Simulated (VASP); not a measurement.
# B (Cm) in VASP: further runs, part 2 of 3

VASP 6.6.1. The steps go on from the part before.

## Step 3: Single point, PBE

This run uses another cell than the first one, of 7.14 Å³/atom, 0.997 times its volume.

The input, INCAR:

```
  ALGO = Normal
  EDIFF = 1E-6
  ENCUT = 520
  GGA = PE
  ISIF = 2
  ISMEAR = 0
  LASPH = True
  LCHARG = False
  LREAL = False
  LWAVE = False
  NBANDS = 18
  NELM = 100
  PREC = Accurate
  SIGMA = 0.1
```

The input, KPOINTS:

```
k-points
0
Gamma
  6 6 4
```

The input, POSCAR:

```
B
1.0
    1.7411698376     -2.3215303287      0.0007069498
    1.7411698376      2.3215303287      0.0007069498
   -0.8240175215      0.0000000000      5.3016879732
B
6
Direct
    0.6750187706      0.2857562946      0.8869560955
    0.5084399473      0.1050480454      0.1990212785
    0.2857562946      0.6750187706      0.8869560955
    0.0450970863      0.0450970863      0.3814325552
    0.1305160628      0.1305160628      0.6966266270
    0.1050480454      0.5084399473      0.1990212785
```

Potentials or basis: VASP PAW PBE potentials, release 64 (B).

Command:

```
> cat potpaw_PBE.64/B/POTCAR > POTCAR
> mpirun -np 1 vasp_std > vasp.out
```

OUTCAR:

```text
EDIFF = 1E-6
   ENCUT = 520
   GGA = PE
   ISIF = 2
   ISMEAR = 0
   LASPH = True
   LREAL = False
   NELM = 100
   PREC = Accurate

 ion  position               nearest neighbor table
   1  0.675  0.286  0.887-   5 1.72   3 1.81   3 1.82   3 1.82   2 1.87   5 1.87   6 1.93
   2  0.508  0.105  0.199-   4 1.71   6 1.80   6 1.80   4 1.82   1 1.87   6 1.87   3 1.93
   3  0.286  0.675  0.887-   5 1.72   1 1.81   1 1.82   1 1.82   6 1.87   5 1.87   2 1.93
   4  0.045  0.045  0.381-   5 1.67   2 1.71   6 1.71   6 1.82   2 1.82
   5  0.131  0.131  0.697-   4 1.67   3 1.72   1 1.72   3 1.87   1 1.87
   6  0.105  0.508  0.199-   4 1.71   2 1.80   2 1.80   4 1.82   3 1.87   2 1.87   1 1.93

  LATTYP: Found a base centered monoclinic cell.
 ALAT       =     3.4823399622
 B/A-ratio  =     1.3333163068
 C/A-ratio  =     1.5407290981
 COS(beta)  =    -0.1531803162

  Lattice vectors:

 A1 = (   1.7411698376,  -2.3215303287,   0.0007069498)
 A2 = (   1.7411698376,   2.3215303287,   0.0007069498)
 A3 = (  -0.8240175215,   0.0000000000,   5.3016879732)

Analysis of symmetry for initial positions (statically):
=====================================================================
 Subroutine PRICEL returns:
 Original cell was already a primitive cell.

 Routine SETGRP: Setting up the symmetry group for a
 base centered monoclinic supercell.

 Subroutine GETGRP returns: Found  2 space group operations
 (whereof  2 operations were pure point group operations)
 out of a pool of  4 trial point group operations.

The static configuration has the point symmetry C_1h.

Analysis of symmetry for dynamics (positions and initial velocities):
=====================================================================
 Subroutine PRICEL returns:
 Original cell was already a primitive cell.

 Routine SETGRP: Setting up the symmetry group for a
 base centered monoclinic supercell.

 Subroutine GETGRP returns: Found  2 space group operations
 (whereof  2 operations were pure point group operations)
 out of a pool of  4 trial point group operations.

The dynamic configuration has the point symmetry C_1h.

 Subroutine INISYM returns: Found  2 space group operations
 (whereof  2 operations are pure point group operations),
 and found     1 'primitive' translations

----------------------------------------------------------------------------------------

                                     Primitive cell

  volume of cell :      42.8634

  direct lattice vectors                    reciprocal lattice vectors
     1.741169838 -2.321530329  0.000706950     0.287145136 -0.215375175  0.044629677
     1.741169838  2.321530329  0.000706950     0.287145136  0.215375175  0.044629677
    -0.824017521  0.000000000  5.301687973    -0.000076578  0.000000000  0.188607271

  length of vectors
     2.901926252  2.901926252  5.365342509     0.361705132  0.361705132  0.188607286

  position of ions in fractional coordinates (direct lattice)
     0.675018771  0.285756295  0.886956095
     0.508439947  0.105048045  0.199021278
     0.285756295  0.675018771  0.886956095
     0.045097086  0.045097086  0.381432555
     0.130516063  0.130516063  0.696626627
     0.105048045  0.508439947  0.199021278

  ion indices of the primitive-cell ions
[... 30 lines left out ...]
 ===========================================

 Found     47 irreducible k-points:

 Following reciprocal coordinates:
            Coordinates               Weight
  0.000000  0.000000  0.000000      1.000000
  0.166667  0.000000  0.000000      4.000000
  0.333333  0.000000  0.000000      4.000000
  0.500000  0.000000 -0.000000      2.000000
  0.166667  0.166667  0.000000      2.000000
  0.333333  0.166667  0.000000      4.000000
[... 16 lines left out ...]
 -0.333333  0.166667  0.250000      4.000000
 -0.166667  0.166667  0.250000      4.000000
 [... further k-points ...]
   k-points           NKPTS =     47   k-points in BZ     NKDIM =     47   number of bands    NBANDS=     18
   number of dos      NEDOS =    301   number of ions     NIONS =      6
   total plane-waves  NPLWV =  23040
   dimension x,y,z NGX =    24 NGY =   24 NGZ =   40
   dimension x,y,z NGXF=    48 NGYF=   48 NGZF=   80
   ions per type =               6
   NGX,Y,Z   is equivalent  to a cutoff of  13.75, 13.75, 12.39 a.u.
   NGXF,Y,Z  is equivalent  to a cutoff of  27.50, 27.50, 24.79 a.u.
 SYSTEM =  unknown system
   PREC   = accura    normal or accurate (medium, high low for compatibility)
   ISTART =      0    job   : 0-new  1-cont  2-samecut
   ICHARG =      2    charge: 1-file 2-atom 10-const
   ISPIN  =      1    spin polarized calculation?
   LNONCOLLINEAR =      F non collinear calculations
   LSORBIT =      F    spin-orbit coupling
   LASPH  =      T    aspherical Exc in radial PAW
   ENCUT  =  520.0 eV  38.22 Ry    6.18 a.u.   5.40  5.40  9.98*2*pi/ulx,y,z
   NELM   =    100;   NELMIN=  2; NELMDL= -5     # of ELM steps
   EDIFF  = 0.1E-05   stopping-criterion for ELM
   LREAL  =      F    real-space projection
   EDIFFG = 0.1E-04   stopping-criterion for IOM
   NSW    =      0    number of steps for IOM
   IBRION =     -1    ionic relax: 0-MD 1-quasi-New 2-CG
   NFREE  =      0    steps in history (QN), initial steepest desc. (CG)
   ISIF   =      2    stress and relaxation
   ISYM   =      2    0-nonsym 1-usesym 2-fastsym
   POTIM  = 0.5000    time-step for ionic-motion
   TEBEG  =    0.0;   TEEND  =   0.0 temperature during run
   PSTRESS=    0.0 pullay stress
   NELECT =      18.0000    total number of electrons
   NUPDOWN=      -1.0000    fix difference up-down
   EMIN   =  10.00;   EMAX   =-10.00  energy-range for DOS
   EFERMI =   0.00;   METHOD = LEGACY
   ISMEAR =     0;   SIGMA  =   0.10  broadening in eV -4-tet -1-fermi 0-gaus
   EFERMI_NEDOS =   21; number of points for ismear=-14 and -15
   IALGO  =     38    algorithm
   IMIX   =      4    mixing-type and parameters
     AMIX     =   0.40;   BMIX     =  1.00
     AMIX_MAG =   1.60;   BMIX_MAG =  1.00
  volume/ion in A,a.u.               =       7.14        48.21
  Fermi-wavevector in a.u.,A,eV,Ry     =   1.225942  2.316695 20.448661  1.502934
  Thomas-Fermi vector in A             =   2.360961
   LORBIT       =      0    0 simple, 1 ext, 2 COOP (PROOUT), +10 PAW based schemes
   GGA     = PE    functional components
   LHFCALC =     F    Hartree Fock is set to
   AEXX    =    0.0000 exact exchange contribution
   IVDW    =     0    specifies the selected vdW correction
   LEPSILON=     F    determine dielectric tensor
   LRPA    =     F    only Hartree local field effects (RPA)
 non-spin polarized calculation
 Gauss-broadening in eV      SIGMA  =   0.10
  energy-cutoff  :      520.00
  volume of cell :       42.86
 maximum number of plane-waves:      1176
 NGX is ok and might be reduce to    24
   NGX = 11   NGY = 11   NGZ = 19

 number of electron      18.0000000 magnetization

 Free energy of the ion-electron system (eV)
  ---------------------------------------------------
  ext. energy  EPLUGINS =         0.00000000
  ---------------------------------------------------
  free energy    TOTEN  =       -38.87268157 eV

  energy without entropy =      -38.86659184  energy(sigma->0) =      -38.86963671

 E-fermi :   6.1285     XC(G=0): -11.7109

 val. band max:        6.1093986544   @ k =  -0.3333  -0.0000   0.2500
 cond. band min:       6.1552833919   @ k =  -0.1667   0.3333   0.2500
 fundamental gap:      0.0458847375
 Fermi energy:         6.1285159119

 k-point     1 :       0.0000    0.0000    0.0000
  band No.  band energies     occupation
      1     -10.0175      2.00000
      2      -5.9959      2.00000
      3      -3.6461      2.00000
      4       1.8477      2.00000
      5       2.2469      2.00000
      6       3.6860      2.00000
[... 481 lines left out ...]
      5       0.9356      2.00000
      6       3.0154      2.00000
[... 10 lines left out ...]
     17      15.4268      0.00000
     18      15.5629      0.00000

 [... further k-points ...]
[... 5 lines left out ...]
  --------------------------------------------------------------------------------------
  -------------------------------------------------------------------------------------
  Total       -0.0384542      0.0576849     -0.0116278      0.0000000      0.0000000      0.0040299
  in kB       -1.4373652      2.1561830     -0.4346299      0.0000000      0.0000000      0.1506338
  external PRESSURE =       0.0947293 kB  Pullay stress =       0.0000000 kB

 VOLUME and BASIS-vectors are now :
 -----------------------------------------------------------------------------
  energy-cutoff  :      520.00
  volume of cell :       42.86
      direct lattice vectors                 reciprocal lattice vectors
     1.741169838 -2.321530329  0.000706950     0.287145136 -0.215375175  0.044629677
     1.741169838  2.321530329  0.000706950     0.287145136  0.215375175  0.044629677
    -0.824017521  0.000000000  5.301687973    -0.000076578  0.000000000  0.188607271

 POSITION                                       TOTAL-FORCE (eV/Angst)
 -----------------------------------------------------------------------------------
      0.94201     -0.90368      4.70304         0.001563     -0.009524      0.001481
      0.90419     -0.93649      1.05558         0.002111     -0.000742     -0.005495
      0.94201      0.90368      4.70304         0.001563      0.009524      0.001481
     -0.15726      0.00000      2.02230        -0.005495     -0.000000      0.000473
     -0.11953      0.00000      3.69348        -0.001852     -0.000000      0.007554
      0.90419      0.93649      1.05558         0.002111      0.000742     -0.005495
 -----------------------------------------------------------------------------------
    total drift:                               -0.000064      0.000000      0.000042

  FREE ENERGIE OF THE ION-ELECTRON SYSTEM (eV)
  ---------------------------------------------------
  free  energy   TOTEN  =       -38.8726815694 eV

  energy  without entropy=      -38.8665918412  energy(sigma->0) =      -38.86963671
```

stdout:

```text
POSCAR found type information on POSCAR B
 POSCAR found :  1 types and       6 ions
 scaLAPACK will be used
 LDA part: xc-table for (Slater+PW92), standard interpolation
 POSCAR, INCAR and KPOINTS ok, starting setup
 FFT: planning ... GRIDC
 FFT: planning ... GRID_SOFT
 FFT: planning ... GRID
 WAVECAR not read
 entering main loop
```

Run time: 16 s. Hardware: 1 thread of Intel Xeon Platinum 8559C (Emerald Rapids), shared host; peak memory 0.16 GiB.

Results:

- Free energy: -38.8727 eV
- Pressure: 0.0 GPa
- Largest force: 0.010 eV/Å
- Band gap on the k mesh: zero (band 9 reaches 8.80 eV, above the bottom of band 10 at 4.43 eV)

Forces on the atoms (eV/Å):
```
B    0.002 -0.010  0.001
B    0.002 -0.001 -0.005
B    0.002  0.010  0.001
B   -0.005  0.000  0.000
B   -0.002  0.000  0.008
B    0.002  0.001 -0.005
```

Levels at points of the mesh, in eV from the Fermi level:
```csv
k point,band 5,band 6,band 7,band 8,band 9,band 10,band 11,band 12,band 13,band 14
"(0.00, 0.00, 0.00)",-3.88,-2.44,-1.33,-0.87,2.24,3.96,4.44,4.53,5.40,5.99
"(0.50, 0.00, 0.00)",-6.06,-4.89,-3.70,-1.55,-0.08,2.34,3.96,5.51,6.12,6.76
"(0.50, 0.50, 0.00)",-6.83,-5.58,-5.24,-4.08,-3.31,-1.55,2.63,4.11,6.85,8.49
"(0.00, 0.00, 0.50)",-4.25,-3.91,-1.54,-1.36,2.68,3.20,3.98,5.19,5.84,7.07
"(0.50, 0.00, 0.50)",-4.55,-3.91,-2.82,-2.63,-1.38,2.04,3.25,3.83,7.13,8.09
"(0.50, 0.50, 0.50)",-6.80,-5.89,-3.61,-3.43,-2.53,-1.70,1.96,3.90,4.36,6.75
```

Caveat: the k points lie up to 0.38 Å⁻¹ apart.

## Step 4: Relaxation of cell and atoms, PBE

The input, INCAR:

```
SYSTEM = B
PREC = Accurate
ENCUT = 600
EDIFF = 1E-6
ISMEAR = 0
SIGMA = 0.1
LREAL = .FALSE.
LASPH = .TRUE.
NELM = 60
ALGO = Normal
ISIF = 3
LWAVE = .FALSE.
LCHARG = .FALSE.
GGA = PE
IBRION = 2
NSW = 90
EDIFFG = -0.04
```

The input, KPOINTS:

```
Automatic mesh
0
G
  6 6 4
  0 0 0
```

The input, POSCAR:

```
B
1.0
    1.7742566044     -2.2875677031      0.0000000000
    1.7742566044      2.2875677031      0.0000000000
   -0.8418267587      0.0000000000      5.2971667853
B
6
Direct
    0.6770275263      0.2812468988      0.8877940855
    0.5092227306      0.0978187788      0.1978093428
    0.2812468988      0.6770275263      0.8877940855
    0.0506051855      0.0506051855      0.3807812897
    0.1339550871      0.1339550871      0.6980257838
    0.0978187788      0.5092227306      0.1978093428
```

Command:

```
> cat potpaw_PBE.64/B/POTCAR > POTCAR
> mpirun -np 1 vasp_std > vasp.out
```

Run time: 56 s. Hardware: 1 thread of Intel Xeon Platinum 8559C (Emerald Rapids), shared host; peak memory 0.17 GiB.

Results (log left out):

| Property | Result |
| --- | --- |
| Free energy | -38.8781 eV |
| Relaxed volume | 7.15 Å³/atom |
| Relaxed cell | a = 2.902 Å, b = 2.902 Å, c = 5.367 Å, α = 95.25°, β = 95.25°, γ = 106.33° |
| Space group after relaxing (to 0.05 Å) | Cm (No. 8) |
| Energy gained by relaxing | 3.1 meV/atom |
| Ionic steps | 9 |
| Pressure after relaxing | -0.1 GPa |
| Largest force after relaxing | 0.039 eV/Å |
| Band gap on the k mesh | zero (band 9 reaches 8.80 eV, above the bottom of band 10 at 4.44 eV) |

Forces on the atoms (eV/Å):
```
B   -0.007 -0.012 -0.021
B    0.008  0.017 -0.002
B   -0.007  0.012 -0.021
B    0.002  0.000  0.038
B   -0.004  0.000  0.007
B    0.008 -0.017 -0.002
```

Stress tensor (GPa, compression positive):
```
 0.07  0.00 -0.01
 0.00 -0.04  0.00
-0.01  0.00 -0.30
```

Step by step:
| step | energy change (eV) | largest force (eV/Å) | pressure (GPa) | volume (Å³) |
| --- | --- | --- | --- | --- |
| 1 | 0.0000 | 0.0987 | -0.20 | 43.00 |
| 2 | -0.0100 | 0.1435 | -0.04 | 42.94 |
| 3 | -0.0111 | 0.2084 | 0.06 | 42.92 |
| 4 | -0.0160 | 0.1405 | 0.13 | 42.90 |
| 5 | -0.0163 | 0.1745 | 0.15 | 42.90 |
| 6 | -0.0175 | 0.2083 | -0.41 | 42.94 |
| 7 | -0.0178 | 0.1027 | -0.23 | 42.93 |
| 8 | -0.0185 | 0.0517 | -0.08 | 42.87 |
| 9 | -0.0185 | 0.0385 | -0.09 | 42.88 |

Final structure:
```yaml
crystal:
  lattice:
    - [1.73996, -2.32291, 0.00112]
    - [1.73996, 2.32291, 0.00112]
    - [-0.82221, 0.00000, 5.30404]
  atoms:
    - { symbol: B, position: [0.67525, 0.28645, 0.88727] }
    - { symbol: B, position: [0.50815, 0.10424, 0.19892] }
    - { symbol: B, position: [0.28645, 0.67525, 0.88727] }
    - { symbol: B, position: [0.04468, 0.04468, 0.38117] }
    - { symbol: B, position: [0.13110, 0.13110, 0.69646] }
    - { symbol: B, position: [0.10424, 0.50815, 0.19892] }
```

Levels at points of the mesh, in eV from the Fermi level:
| k point | band 5 | band 6 | band 7 | band 8 | band 9 | band 10 | band 11 | band 12 | band 13 |
| --- | --- | --- | --- | --- | --- | --- | --- | --- | --- |
| (0.00, 0.00, 0.00) | -3.88 | -2.44 | -1.32 | -0.87 | 2.24 | 3.97 | 4.44 | 4.54 | 5.41 |
| (0.50, 0.00, 0.00) | -6.06 | -4.90 | -3.71 | -1.55 | -0.09 | 2.33 | 3.95 | 5.51 | 6.13 |
| (0.50, 0.50, 0.00) | -6.82 | -5.58 | -5.24 | -4.07 | -3.29 | -1.54 | 2.65 | 4.11 | 6.85 |
| (0.00, 0.00, 0.50) | -4.27 | -3.90 | -1.53 | -1.34 | 2.67 | 3.20 | 3.98 | 5.21 | 5.84 |
| (0.50, 0.00, 0.50) | -4.54 | -3.92 | -2.82 | -2.63 | -1.38 | 2.03 | 3.23 | 3.83 | 7.15 |
| (0.50, 0.50, 0.50) | -6.80 | -5.89 | -3.59 | -3.44 | -2.52 | -1.68 | 1.97 | 3.91 | 4.35 |

Caveat: the k points lie up to 0.38 Å⁻¹ apart in the final cell.

[end of part 2 of 3]
